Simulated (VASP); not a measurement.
Here is a VASP 6.6.1 calculation.

The input INCAR:

```
PREC     = Accurate       # precision mode
ENCUT    = 520            # plane-wave cutoff, eV
EDIFF    = 1E-6           # SCF threshold, eV
ISMEAR   = 0              # smearing method
SIGMA    = 0.05           # smearing width, eV
LREAL    = F              # projectors in reciprocal space
LASPH    = T              # aspherical terms in the spheres
NELM     = 60             # most SCF steps
ALGO     = Normal         # electronic algorithm
ISIF     = 2              # what is computed and relaxed
LWAVE    = F              # write WAVECAR
LCHARG   = F              # write CHGCAR
GGA      = PE             # functional
NBANDS   = 44             # bands
```

KPOINTS

```
regular mesh
0
Gamma
  4 4 4
```

POSCAR

```
CO2
1.0
    6.0577362522      0.0000000000     -0.4543302189
    0.0000000000      6.0577362522      0.0000000000
   -0.4543302189      0.0000000000      6.2394683398
C O
4 8
Direct
    0.0000000000      0.0000000000      0.0000000000
    0.5000000000      0.0000000000      0.5000000000
    0.5000000000      0.5000000000      0.0000000000
    0.0000000000      0.5000000000      0.5000000000
    0.1114834447      0.1114834447      0.1114834447
    0.3885165553      0.8885165553      0.6114834447
    0.6114834447      0.3885165553      0.8885165553
    0.8885165553      0.6114834447      0.3885165553
    0.8885165553      0.8885165553      0.8885165553
    0.6114834447      0.1114834447      0.3885165553
    0.3885165553      0.6114834447      0.1114834447
    0.1114834447      0.3885165553      0.6114834447
```

Potentials or basis: VASP PAW PBE potentials, release 64 (C, O).

Launch:

```sh
$ cat potpaw_PBE.64/C/POTCAR potpaw_PBE.64/O/POTCAR > POTCAR
$ mpirun -np 1 vasp_std > vasp.out
```

(1) Estimate the largest force.

(2) Estimate the pressure.

Results:

(1) 6.437 eV/Å.

(2) 0.4 GPa.

Caveat: the cell differs from its parent crystal (engineering shear strain xz -0.1500, normal strain along z +0.0300); this functional lacks dispersion, which holds the molecules together, so the pressure and a relaxed volume are unreliable; forces of over 1 eV/Å act on the atoms, so gaps and moduli don't describe the material at rest.
